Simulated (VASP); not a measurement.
## BaS: single point with PBEsol

The system is BaS.

```
CELL_PARAMETERS angstrom
0.00000 3.19375 3.28956
3.19375 0.00000 3.28956
3.19375 3.19375 0.00000
ATOMIC_POSITIONS crystal
Ba 0.00000 0.00000 0.00000
S 0.50000 0.50000 0.50000
```

This cell differs from its parent crystal: zz strain of +3 %.

- Program: VASP 6.6.1
- Task: single point
- Functional: PBEsol
- Potentials or basis: VASP PAW PBE potentials, release 64 (Ba_sv, S)
- Cutoff: 520 eV
- k mesh: 8 × 8 × 8
- Occupations: fermi-dirac, width 0.02 eV
- Spin: no spin polarisation
- Dipole correction: no
- Further INCAR settings: ALGO = Normal; EDIFF = 1e-07; NBANDS = 15

```yaml
Pressure: -1.6 GPa
Band_gap_on_the_k_mesh: 2.00 eV (least direct gap 2.15 eV)
```

Stress tensor (GPa, compression positive):
```
-0.99  0.00  0.00
 0.00 -0.99  0.00
 0.00  0.00 -2.95
```

Levels at points of the mesh, in eV from the valence-band top:
| k point | band 4 | band 5 | band 6 | band 7 | band 8 | band 9 | band 10 | band 11 | band 12 | band 13 |
| --- | --- | --- | --- | --- | --- | --- | --- | --- | --- | --- |
| (0.00, 0.00, 0.00) | -11.20 | -10.34 | -0.08 | 0.00 | 0.00 | 3.21 | 3.62 | 3.82 | 3.82 | 4.63 |
| (0.50, 0.00, 0.00) | -11.22 | -9.19 | -1.96 | -1.09 | -1.07 | 5.34 | 5.40 | 6.10 | 6.16 | 8.44 |
| (0.50, 0.50, 0.00) | -11.36 | -10.24 | -0.69 | -0.14 | -0.14 | 2.02 | 5.72 | 5.76 | 7.31 | 7.31 |
| (0.50, 0.00, 0.50) | -11.37 | -10.24 | -0.55 | -0.25 | -0.15 | 2.00 | 5.61 | 5.94 | 7.15 | 7.39 |

Run time: 44 s on 1 thread of Intel(R) Xeon(R) Platinum 8259CL CPU @ 2.50GHz (Skylake/Cascade Lake), on a shared host, peak memory 0.24 GiB.

Caveat: the cell differs from its parent crystal (zz strain of +3 %); the PAW data sets were made with another functional, which shifts forces and pressure a little; spin-orbit coupling is left out, which moves the levels of the heavy elements. A k mesh can miss the band edges.
